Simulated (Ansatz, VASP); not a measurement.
**Al2H in VASP and in Ansatz**

```
CELL_PARAMETERS angstrom
5.40601 0.00000 0.00000
-2.70300 4.68174 0.00000
0.00000 0.00000 3.06794
ATOMIC_POSITIONS crystal
Al 0.50000 0.00000 0.04439
Al 0.00000 0.50000 0.04439
Al 0.50000 0.50000 0.04439
Al 0.00000 0.00000 0.77644
H 0.33333 0.66667 0.43520
H 0.66667 0.33333 0.43520
```

Alike in both runs: functional PBE; k mesh 4 × 4 × 4; occupations gaussian, width 0.2 eV; no spin polarisation.

Ansatz relaxed the structure, and its values are those at the end. VASP's run is a single point on that final structure, the one shown.

|  | VASP | Ansatz |
| --- | --- | --- |
| version | VASP 6.6.1 | Ansatz 0.2.0 |
| potentials or method | VASP PAW PBE potentials, release 64 (Al, H), cutoff 500 eV | scalar-relativistic, plane waves, PAW |
| valence electrons in the cell | 14 | 14 |

VASP gave:

* gap on the k mesh at the Fermi level (eV): none
* pressure (GPa): 0.2
* rms of the force components (eV/Å): 0.009

**Question.** What did Ansatz give for the same quantities?

**Answer.** gap on the k mesh at the Fermi level (eV): none; pressure (GPa): 0.3; rms of the force components (eV/Å): 0.008.

A gap of «none» marks a metal or a gap that the smearing closes.

The k mesh is coarse, so the values compare programs but aren't converged.
